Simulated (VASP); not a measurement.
AlN, 2 atoms in the cell. It takes space group R3m (No. 160, trigonal). The conventional cell has a = 2.983 Å, b = 2.983 Å, c = 7.659 Å, α = 90.00°, β = 90.00°, γ = 120.00°. Al (site symmetry 3m) has 4 N at 1.85 to 1.88 Å within 2.5 Å. N (site symmetry 3m) has 4 Al at 1.85 to 1.88 Å within 2.5 Å.  This cell differs from its parent crystal: epitaxial 111 strain -3.5%.

| Quantity | Value |
| --- | --- |
| Program | VASP 6.6.1 |
| Task | single point |
| Functional | PBE |
| Potentials or basis | VASP PAW PBE potentials, release 64 (Al, N) |
| Cutoff | 520 eV |
| k mesh | 10 × 10 × 10 |
| Occupations | fermi-dirac, width 0.02 eV |
| Spin | no spin polarisation |
| Dipole correction | no |
| Further INCAR settings | ALGO = Normal; EDIFF = 1e-07; NBANDS = 11 |

Potentials or basis: VASP PAW PBE potentials, release 64 (Al, N).

Command:

```bash
$ cat potpaw_PBE.64/Al/POTCAR potpaw_PBE.64/N/POTCAR > POTCAR
$ mpirun -np 1 vasp_std > vasp.out
```

Hardware: 1 thread of Intel Xeon 8259CL (shared host).

Question: How long does it take, and how much memory?

Answer: Wall time 14 s on 1 thread of Intel Xeon 8259CL (shared host), peak memory 0.15 GiB. Counts: scf iterations 13, k points 116.
